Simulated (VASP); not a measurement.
**Al: relaxation of cell and atoms with r2SCAN**

Crystal: Al.

```
Al
1.0
     0.00000    2.02500    2.02500
     2.02500    0.00000    2.02500
     2.02500    2.02500    0.00000
Al
1
Direct
  0.00000 0.00000 0.00000
```

```yaml
Program: VASP 6.6.1
Task: relaxation of cell and atoms
Functional: r2SCAN
Potentials_or_basis: VASP PAW PBE potentials, release 64 (Al)
Cutoff: 600 eV
k_mesh: 23 × 23 × 23
Occupations: methfessel-paxton, width 0.1 eV
Spin: no spin polarisation
Dipole_correction: no
Further_INCAR_settings: ALGO = Normal; EDIFF = 1e-06; IBRION = 2; EDIFFG = -0.005; NSW = 60; ISIF = 3
```

```json
{
 "Relaxed volume": "15.85 Å³/atom",
 "Relaxed cell": "a = 2.819 Å, b = 2.819 Å, c = 2.819 Å, α = 60.00°, β = 60.00°, γ = 60.00°",
 "Space group after relaxing (to 0.1 Å)": "Fm-3m (No. 225)",
 "Energy gained by relaxing": "9.6 meV/atom",
 "Ionic steps": "3",
 "Pressure after relaxing": "0.0 GPa",
 "Band gap on the k mesh": "zero (an odd number of electrons rules out a gap without spin polarisation)"
}
```

The path:
| step | energy change (eV) | largest force (eV/Å) | pressure (GPa) | volume (Å³) |
| --- | --- | --- | --- | --- |
| 1 | 0.0000 | 0.0000 | -3.86 | 16.61 |
| 2 | -0.0090 | 0.0000 | 1.14 | 15.66 |
| 3 | -0.0096 | 0.0000 | 0.03 | 15.85 |

Final structure:
```xyz
1
Lattice="0.0000 1.9937 1.9937 1.9937 0.0000 1.9937 1.9937 1.9937 0.0000" Properties=species:S:1:pos:R:3 pbc="T T T"
Al    0.0000    0.0000    0.0000
```

Levels at points of the mesh, in eV from the Fermi level:
| k point | band 1 | band 2 | band 3 | band 4 | band 5 |
| --- | --- | --- | --- | --- | --- |
| (0.00, 0.00, 0.00) | -12.16 | 13.52 | 13.52 | 13.52 | 15.75 |

It took 3 min on 1 thread of AMD EPYC 9R45 96-Core Processor (Zen 5), on a shared host, peak memory 0.14 GiB.

Caveat: the PAW data sets were made with another functional, which shifts forces and pressure a little.
